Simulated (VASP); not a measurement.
# Ga (Pm-3m) in VASP: a series of runs

The runs below take Ga through single point, with PBE+D4, PBEsol+D3(BJ), PBE+D3(BJ), PBE.

All numbers are computed with VASP 6.6.1; they aren't measurements. Logs are shortened: lines on timing, memory, paths and dates and some standing lists are left out, and cuts for length are marked.

**1. The cell of the first run**

It takes space group Pm-3m (No. 221, cubic). Conventional cell: a = 2.652 Å, b = 2.652 Å, c = 2.652 Å, α = 90.00°, β = 90.00°, γ = 90.00°. Within 3.5 Å of Ga (site symmetry m-3m) lie 6 Ga at 2.65 Å.

**2. Single point, PBE+D4**

File INCAR:

```
PREC = Accurate
ENCUT = 520
EDIFF = 1E-7
ISMEAR = -1
SIGMA = 0.05
LREAL = F
LASPH = T
NELM = 60
ALGO = Fast
ISIF = 2
LWAVE = F
LCHARG = F
GGA = PE
IVDW = 13
NBANDS = 12
```

File KPOINTS:

```
regular mesh
0
Gamma
  10 10 10
```

File POSCAR:

```
Ga
1.0
    2.6521195472      0.0000000000      0.0000000000
    0.0000000000      2.6521195472      0.0000000000
    0.0000000000      0.0000000000      2.6521195472
Ga
1
Direct
    0.0000000000      0.0000000000      0.0000000000
```

Potentials or basis: VASP PAW PBE potentials, release 64 (Ga_d).

Command:

```console
$ cat potpaw_PBE.64/Ga_d/POTCAR > POTCAR
$ mpirun -np 1 vasp_std > vasp.out
```

OUTCAR:

```text
PREC = Accurate
   ENCUT = 520
   EDIFF = 1E-7
   ISMEAR = -1
   LREAL = F
   LASPH = T
   NELM = 60
   ISIF = 2
   GGA = PE
   IVDW = 13

 ion  position               nearest neighbor table
   1  0.000  0.000  0.000-

  LATTYP: Found a simple cubic cell.
 ALAT       =     2.6521195472

  Lattice vectors:

 A1 = (   2.6521195472,   0.0000000000,   0.0000000000)
 A2 = (   0.0000000000,   2.6521195472,   0.0000000000)
 A3 = (   0.0000000000,   0.0000000000,   2.6521195472)

Analysis of symmetry for initial positions (statically):
=====================================================================
 Subroutine PRICEL returns:
 Original cell was already a primitive cell.

 Routine SETGRP: Setting up the symmetry group for a
 simple cubic supercell.

 Subroutine GETGRP returns: Found 48 space group operations
 (whereof 48 operations were pure point group operations)
 out of a pool of 48 trial point group operations.

The static configuration has the point symmetry O_h .

Analysis of symmetry for dynamics (positions and initial velocities):
=====================================================================
 Subroutine PRICEL returns:
 Original cell was already a primitive cell.

 Routine SETGRP: Setting up the symmetry group for a
 simple cubic supercell.

 Subroutine GETGRP returns: Found 48 space group operations
 (whereof 48 operations were pure point group operations)
 out of a pool of 48 trial point group operations.

The dynamic configuration has the point symmetry O_h .

 Subroutine INISYM returns: Found 48 space group operations
 (whereof 48 operations are pure point group operations),
 and found     1 'primitive' translations

----------------------------------------------------------------------------------------

                                     Primitive cell

  volume of cell :      18.6543

  direct lattice vectors                    reciprocal lattice vectors
     2.652119547  0.000000000  0.000000000     0.377056909  0.000000000  0.000000000
     0.000000000  2.652119547  0.000000000     0.000000000  0.377056909  0.000000000
     0.000000000  0.000000000  2.652119547     0.000000000  0.000000000  0.377056909

  length of vectors
     2.652119547  2.652119547  2.652119547     0.377056909  0.377056909  0.377056909

  position of ions in fractional coordinates (direct lattice)
     0.000000000  0.000000000  0.000000000

[... 81 lines left out ...]
   ISIF   =      2    stress and relaxation
   ISYM   =      2    0-nonsym 1-usesym 2-fastsym
   POTIM  = 0.5000    time-step for ionic-motion
   TEBEG  =    0.0;   TEEND  =   0.0 temperature during run
   PSTRESS=    0.0 pullay stress
   NELECT =      13.0000    total number of electrons
   NUPDOWN=      -1.0000    fix difference up-down
   EMIN   =  10.00;   EMAX   =-10.00  energy-range for DOS
   EFERMI =   0.00;   METHOD = LEGACY
   ISMEAR =    -1;   SIGMA  =   0.05  broadening in eV -4-tet -1-fermi 0-gaus
   EFERMI_NEDOS =   21; number of points for ismear=-14 and -15
   IALGO  =     68    algorithm
   IMIX   =      4    mixing-type and parameters
     AMIX     =   0.40;   BMIX     =  1.00
     AMIX_MAG =   1.60;   BMIX_MAG =  1.00
  volume/ion in A,a.u.               =      18.65       125.89
  Fermi-wavevector in a.u.,A,eV,Ry     =   1.451430  2.742806 28.662712  2.106650
  Thomas-Fermi vector in A             =   2.568928
   LORBIT       =      0    0 simple, 1 ext, 2 COOP (PROOUT), +10 PAW based schemes
   GGA     = PE    functional components
   LHFCALC =     F    Hartree Fock is set to
   AEXX    =    0.0000 exact exchange contribution
   IVDW    =    13    specifies the selected vdW correction
   LEPSILON=     F    determine dielectric tensor
   LRPA    =     F    only Hartree local field effects (RPA)
 non-spin polarized calculation
 RMM-DIIS sequential band-by-band and
  energy-cutoff  :      520.00
  volume of cell :       18.65
 maximum number of plane-waves:       516
 NGX is ok and might be reduce to    20
   NGX =  9   NGY =  9   NGZ =  9

 number of electron      12.9999992 magnetization

 Free energy of the ion-electron system (eV)
  ---------------------------------------------------
  ext. energy  EPLUGINS =         0.00000000
  ---------------------------------------------------
  free energy    TOTEN  =        -2.81454079 eV

  energy without entropy =       -2.81052250  energy(sigma->0) =       -2.81253165

 E-fermi :   5.4083     XC(G=0): -10.9918

 val. band max:        5.3609885767   @ k =   0.4000   0.4000   0.1000
 cond. band min:       5.4572281122   @ k =   0.3000   0.0000   0.0000
 fundamental gap:      0.0962395356
 Fermi energy:         5.4082589228

 k-point     1 :       0.0000    0.0000    0.0000
  band No.  band energies     occupation
      1      -9.8398      2.00000
      2      -9.8398      2.00000
      3      -9.2316      2.00000
      4      -9.2316      2.00000
      5      -9.2316      2.00000
      6      -5.6781      2.00000
      7      14.8375      0.00000
      8      14.8375      0.00000
      9      14.8375      0.00000
     10      17.7424      0.00000
     11      17.7424      0.00000
     12      20.6035      0.00000
[... 331 lines left out ...]
 k-point    24 :       0.3000    0.1000    0.1000
  band No.  band energies     occupation
      1      -9.7476      2.00000
      2      -9.5513      2.00000
      3      -9.3708      2.00000
      4      -9.3609      2.00000
      5      -9.2543      2.00000
      6      -3.2964      2.00000
      7       5.8664      0.00021
      8      13.9247      0.00000
      9      14.7548      0.00000
     10      22.3933      0.00000
     11      22.6558      0.00000
     12      23.8779      0.00000

 [... further k-points ...]

------------------------ aborting loop because EDIFF is reached ----------------------------------------

  DFT-D4 for vdW energy calculation

  Edisp (eV):   -0.48640

  FORCE on cell =-STRESS in cart. coord.  units (eV):
  Direction    XX          YY          ZZ          XY          YZ          ZX
  --------------------------------------------------------------------------------------
  -------------------------------------------------------------------------------------
  Total       0.02540     0.02540     0.02540     0.00000    -0.00000     0.00000
  in kB       2.18142     2.18142     2.18142     0.00000    -0.00000     0.00000
  external pressure =        2.18 kB  Pullay stress =        0.00 kB

 VOLUME and BASIS-vectors are now :
 -----------------------------------------------------------------------------
  energy-cutoff  :      520.00
  volume of cell :       18.65
      direct lattice vectors                 reciprocal lattice vectors
     2.652119547  0.000000000  0.000000000     0.377056909  0.000000000  0.000000000
     0.000000000  2.652119547  0.000000000     0.000000000  0.377056909  0.000000000
     0.000000000  0.000000000  2.652119547     0.000000000  0.000000000  0.377056909

 POSITION                                       TOTAL-FORCE (eV/Angst)
 -----------------------------------------------------------------------------------
      0.00000      0.00000      0.00000         0.000000      0.000000      0.000000
 -----------------------------------------------------------------------------------
    total drift:                               -0.000000      0.000000      0.000000

  FREE ENERGIE OF THE ION-ELECTRON SYSTEM (eV)
  ---------------------------------------------------
  free  energy   TOTEN  =        -3.3009446018 eV

  energy  without entropy=       -3.2969263161  energy(sigma->0) =       -3.29893546
```

stdout:

```text
POSCAR found type information on POSCAR Ga
 POSCAR found :  1 types and       1 ions
 scaLAPACK will be used
 LDA part: xc-table for (Slater+PW92), standard interpolation
 POSCAR, INCAR and KPOINTS ok, starting setup
 FFT: planning ... GRIDC
 FFT: planning ... GRID_SOFT
 FFT: planning ... GRID
 WAVECAR not read
 entering main loop
WARNING in EDDRMM: call to ZHEGV failed, returncode =   6  3     11
```

Run time: 6.7 s. Hardware: 1 thread of Intel Xeon 6975P-C, shared host; peak memory 0.13 GiB.

Results:

| Quantity | Value |
| --- | --- |
| Free energy | -3.3009 eV |
| Pressure | 0.2 GPa |
| Dispersion energy per atom | -0.486 eV |

Caveat: pairwise dispersion overbinds metals, which lowers pressure and volume.

**3. Single point, PBEsol+D3(BJ)**

This run uses another cell than the first one, of 17.95 Å³/atom, 0.962 times its volume.

File INCAR:

```
SYSTEM = Ga
PREC = Accurate
ENCUT = 520
EDIFF = 1E-6
ISMEAR = -1
SIGMA = 0.05
LREAL = .FALSE.
LASPH = .TRUE.
NELM = 80
ALGO = Normal
ISIF = 2
LWAVE = .FALSE.
LCHARG = .FALSE.
GGA = PS
IVDW = 12
NBANDS = 12
```

File KPOINTS:

```
Automatic mesh
0
G
  10 10 10
  0 0 0
```

File POSCAR:

```
Ga
1.0
    2.6181118343      0.0000000000      0.0000000000
    0.0000000000      2.6181118343      0.0000000000
    0.0000000000      0.0000000000      2.6181118343
Ga
1
Direct
    0.0000000000      0.0000000000      0.0000000000
```

Potentials or basis: VASP PAW PBE potentials, release 64 (Ga_d).

Command:

```console
$ cat potpaw_PBE.64/Ga_d/POTCAR > POTCAR
$ mpirun -np 1 vasp_std > vasp.out
```

Wall time 5.1 s (1 thread of Intel Xeon 6975P-C, shared host); peak memory 0.14 GiB.

It converged, with:

```yaml
Free_energy: -3.5807 eV
Pressure: 0.0 GPa
Dispersion_energy_per_atom: -0.314 eV
```

Levels at points of the mesh, in eV from the Fermi level:
| k point | band 3 | band 4 | band 5 | band 6 | band 7 | band 8 | band 9 | band 10 |
| --- | --- | --- | --- | --- | --- | --- | --- | --- |
| (0.00, 0.00, 0.00) | -14.56 | -14.56 | -14.56 | -11.36 | 9.72 | 9.72 | 9.72 | 12.64 |
| (0.50, 0.00, 0.00) | -14.74 | -14.74 | -14.54 | -6.37 | -4.65 | 13.65 | 13.65 | 16.76 |
| (0.50, 0.50, 0.00) | -14.71 | -14.71 | -14.39 | -1.19 | -0.83 | -0.83 | 4.20 | 17.77 |
| (0.50, 0.50, 0.50) | -15.01 | -14.37 | -14.37 | 2.87 | 2.87 | 2.87 | 5.17 | 8.54 |

Caveat: the PAW data sets were made with another functional, which shifts forces and pressure a little; pairwise dispersion overbinds metals, which lowers pressure and volume.

**4. Single point, PBE+D3(BJ)**

This run uses another cell than the first one, of 19.04 Å³/atom, 1.021 times its volume.

File INCAR:

```
PREC = Accurate
ENCUT = 520
EDIFF = 1E-6
ISMEAR = -1
SIGMA = 0.05
LREAL = False
LASPH = True
NELM = 100
ALGO = Normal
ISIF = 2
LWAVE = False
LCHARG = False
GGA = PE
IVDW = 12
NBANDS = 12
```

File KPOINTS:

```
regular mesh
0
Gamma
  10 10 10
```

File POSCAR:

```
Ga
1.0
    2.6702230334      0.0000000000      0.0000000000
    0.0000000000      2.6702230334      0.0000000000
    0.0000000000      0.0000000000      2.6702230334
Ga
1
Direct
    0.0000000000      0.0000000000      0.0000000000
```

Command:

```console
$ cat potpaw_PBE.64/Ga_d/POTCAR > POTCAR
$ mpirun -np 1 vasp_std > vasp.out
```

Run time: 5.2 s. Hardware: 1 thread of Intel Xeon 6975P-C, shared host; peak memory 0.14 GiB.

The run converged. Its results:

| Property | Result |
| --- | --- |
| Free energy | -3.1259 eV |
| Pressure | 0.1 GPa |
| Dispersion energy per atom | -0.303 eV |

Levels at points of the mesh, in eV from the Fermi level:
| k point | band 2 | band 3 | band 4 | band 5 | band 6 | band 7 | band 8 | band 9 | band 10 | band 11 |
| --- | --- | --- | --- | --- | --- | --- | --- | --- | --- | --- |
| (0.00, 0.00, 0.00) | -15.22 | -14.64 | -14.64 | -14.64 | -10.95 | 9.28 | 9.28 | 9.28 | 12.19 | 12.19 |
| (0.50, 0.00, 0.00) | -14.87 | -14.80 | -14.80 | -14.63 | -6.31 | -4.37 | 12.93 | 12.93 | 16.08 | 16.88 |
| (0.50, 0.50, 0.00) | -15.01 | -14.78 | -14.78 | -14.49 | -1.47 | -0.76 | -0.76 | 4.20 | 16.72 | 20.99 |
| (0.50, 0.50, 0.50) | -15.03 | -15.03 | -14.48 | -14.48 | 2.71 | 2.71 | 2.71 | 4.37 | 8.32 | 8.32 |

Caveat: pairwise dispersion overbinds metals, which lowers pressure and volume.

**5. Single point, PBE**

This run uses another cell than the first one, of 20.05 Å³/atom, 1.075 times its volume.

File INCAR:

```
SYSTEM = Ga
PREC = Accurate ; ENCUT = 520
EDIFF = 1E-6 ; ISMEAR = 0
SIGMA = 0.019000000000000003 ; LREAL = .False.
LASPH = .True. ; NELM = 100
ALGO = Normal ; ISIF = 2
LWAVE = .False. ; LCHARG = .False.
GGA = PE ; NBANDS = 12
```

File KPOINTS:

```
regular mesh
0
Gamma
  10 10 10
  0 0 0
```

File POSCAR:

```
Ga
1.0
    2.7164800000      0.0000000000      0.0000000000
    0.0000000000      2.7164800000      0.0000000000
    0.0000000000      0.0000000000      2.7164800000
Ga
1
Direct
    0.0000000000      0.0000000000      0.0000000000
```

Command:

```console
$ cat potpaw_PBE.64/Ga_d/POTCAR > POTCAR
$ mpirun -np 1 vasp_std > vasp.out
```

Wall time 5.7 s (1 thread of Intel Xeon 6975P-C, shared host); peak memory 0.13 GiB.

Results (log left out):

```yaml
Free_energy: -2.8282 eV
Pressure: 0.6 GPa
```

Levels at points of the mesh, in eV from the Fermi level:
```
           k point  band 4  band 5  band 6  band 7  band 8  band 9
(0.00, 0.00, 0.00)  -14.60  -14.60  -10.57    8.95    8.95    8.95
(0.50, 0.00, 0.00)  -14.74  -14.58   -6.21   -4.10   12.37   12.37
(0.50, 0.50, 0.00)  -14.72  -14.46   -1.66   -0.67   -0.67    4.22
(0.50, 0.50, 0.50)  -14.45  -14.45    2.62    2.62    2.62    3.76
```

**6. Single point, PBE**

This run uses another cell than the first one, of 20.05 Å³/atom, 1.075 times its volume.

File INCAR:

```
SYSTEM = Ga
PREC     = Accurate       ! precision mode
ENCUT    = 520            ! plane-wave cutoff, eV
EDIFF    = 1E-6           ! SCF threshold, eV
ISMEAR   = 0              ! smearing method
SIGMA    = 0.02           ! smearing width, eV
LREAL    = .FALSE.        ! projectors in reciprocal space
LASPH    = .TRUE.         ! aspherical terms in the spheres
NELM     = 100            ! most SCF steps
ALGO     = Fast           ! electronic algorithm
ISIF     = 2              ! what is computed and relaxed
LWAVE    = .FALSE.        ! write WAVECAR
LCHARG   = .FALSE.        ! write CHGCAR
GGA      = PE             ! functional
NBANDS   = 12             ! bands
```

File KPOINTS:

```
Automatic mesh
0
G
  10 10 10
  0 0 0
```

POSCAR is that of step 5.

Potentials or basis: VASP PAW PBE potentials, release 64 (Ga_d).

Command:

```console
$ cat potpaw_PBE.64/Ga_d/POTCAR > POTCAR
$ mpirun -np 1 vasp_std > vasp.out
```

Run time: 6.4 s. Hardware: 1 thread of Intel Xeon 6975P-C, shared host; peak memory 0.13 GiB.

Results (log left out):

| Property | Result |
| --- | --- |
| Free energy | -2.8282 eV |
| Pressure | 0.6 GPa |

Levels at points of the mesh, in eV from the Fermi level:
```tsv
k point	band 2	band 3	band 4	band 5	band 6	band 7	band 8	band 9	band 10	band 11
(0.00, 0.00, 0.00)	-15.11	-14.60	-14.60	-14.60	-10.57	8.95	8.95	8.95	11.88	11.88
(0.50, 0.00, 0.00)	-14.79	-14.74	-14.74	-14.58	-6.21	-4.10	12.37	12.37	15.58	16.42
(0.50, 0.50, 0.00)	-14.92	-14.72	-14.72	-14.46	-1.66	-0.67	-0.67	4.22	15.88	20.46
(0.50, 0.50, 0.50)	-14.93	-14.93	-14.45	-14.45	2.62	2.62	2.62	3.76	8.19	8.19
```

**7. Overview**

| level | cell | smearing | gap on the mesh (eV) | pressure (GPa) |
| --- | --- | --- | --- | --- |
| PBE+D4 | a = 2.652 Å, 1 atom | fermi-dirac 0.05 eV | none | 0.2 |
| PBEsol+D3(BJ) | a = 2.618 Å, 1 atom | fermi-dirac 0.05 eV | none | 0.0 |
| PBE+D3(BJ) | a = 2.670 Å, 1 atom | fermi-dirac 0.05 eV | none | 0.1 |
| PBE | a = 2.716 Å, 1 atom | gaussian 0.019 eV | none | 0.6 |
| PBE | a = 2.716 Å, 1 atom | gaussian 0.02 eV | none | 0.6 |

Alike in all rows: task single point; potentials or basis VASP PAW PBE potentials, release 64 (Ga_d); no spin polarisation; k mesh 10 × 10 × 10; cutoff (eV) 520.

Caveats: pairwise dispersion overbinds metals, which lowers pressure and volume (some runs); the PAW data sets were made with another functional, which shifts forces and pressure a little (some runs).

Absolute energies hang on the potentials; compare differences alone.
